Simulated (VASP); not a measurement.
Wanted: the native input for a VASP 6.6.1 run.

* Task: single point
* Functional: PBE
* Potentials or basis: VASP PAW PBE potentials, release 64 (Mg, S)
* Cutoff: 600 eV
* k mesh: 6 × 6 × 6
* Occupations: gaussian, width 0.01 eV
* Spin: no spin polarisation
* Dipole correction: no
* Further INCAR settings: ALGO = Normal; EDIFF = 1e-06; NBANDS = 11

The structure of MgS (pbe) lies in POSCAR:

```
MgS
1.0
   -0.0264931859      2.6147503249      2.6147503249
    2.6147503249     -0.0264931859      2.6147503249
    2.6147503249      2.6147503249     -0.0264931859
Mg S
1 1
Direct
    0.0000000000      0.0000000000      0.0000000000
    0.5000000000      0.5000000000      0.5000000000
```

One way to write it, as run:

INCAR

```
SYSTEM = MgS
ALGO     = Normal         ! electronic algorithm
EDIFF    = 1E-6           ! SCF threshold, eV
ENCUT    = 600            ! plane-wave cutoff, eV
GGA      = PE             ! functional
GGA_COMPAT= .FALSE.      
ISIF     = 2              ! what is computed and relaxed
ISMEAR   = 0              ! smearing method
LASPH    = .TRUE.         ! aspherical terms in the spheres
LCHARG   = .FALSE.        ! write CHGCAR
LREAL    = .FALSE.        ! projectors in reciprocal space
LWAVE    = .FALSE.        ! write WAVECAR
NBANDS   = 11             ! bands
NELM     = 120            ! most SCF steps
PREC     = Accurate       ! precision mode
SIGMA    = 0.01           ! smearing width, eV
```

KPOINTS

```
k-points
0
G
  6 6 6
  0 0 0
```

Potentials or basis: VASP PAW PBE potentials, release 64 (Mg, S).

Command:

```sh
$ cat potpaw_PBE.64/Mg/POTCAR potpaw_PBE.64/S/POTCAR > POTCAR
$ mpirun -np 1 vasp_std > vasp.out
```

Results of the run:

- Pressure: -1.3 GPa
- Band gap on the k mesh: 2.62 eV, indirect (least direct gap 3.38 eV)

It took 25 s on 1 thread of Intel Xeon 8259CL (shared host), peak memory 0.17 GiB.
